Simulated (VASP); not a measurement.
Runs of VASP 6.6.1 on KCl. The structure is that of space group Pm-3m (No. 221), or close to it. The cells are those of the table. 

```tsv
cell	gap on the mesh (eV)	pressure (GPa)
a = 3.954, b = 3.954, c = 3.839 Å, 2 atoms	4.47	-1.0
a = 3.897, b = 3.897, c = 3.782 Å, 2 atoms	4.64	-0.3
a = 3.954, b = 3.954, c = 3.897 Å, 2 atoms	4.47	-1.2
a = 3.897, b = 3.897, c = 3.839 Å, 2 atoms	(a)	-0.6
a = 3.897, b = 3.897, c = 3.954 Å, 2 atoms	4.54	-1.0
a = 3.782, b = 3.782, c = 3.897 Å, 2 atoms	(c)	0.3
a = 3.954, b = 3.954, c = 3.724 Å, 2 atoms	4.46	-0.5
a = 3.954, b = 3.954, c = 3.782 Å, 2 atoms	4.47	-0.8
a = 3.782, b = 3.782, c = 3.954 Å, 2 atoms	4.70	0.0
a = 3.839, b = 3.839, c = 3.897 Å, 2 atoms	(b)	-0.3
a = 3.839, b = 3.839, c = 3.954 Å, 2 atoms	4.62	-0.6
a = 3.897, b = 3.897, c = 3.724 Å, 2 atoms	4.64	0.0
```

Alike in all rows: task single point; level PBE; potentials or basis VASP PAW PBE potentials, release 64 (K_sv, Cl); no spin polarisation; k mesh 6 × 6 × 6; cutoff (eV) 520; smearing gaussian 0.05 eV.

**Question.** Fill in the values left out.

**Answer.** (a) 4.63; (b) 4.71; (c) 4.80.

A k mesh can miss the band edges.
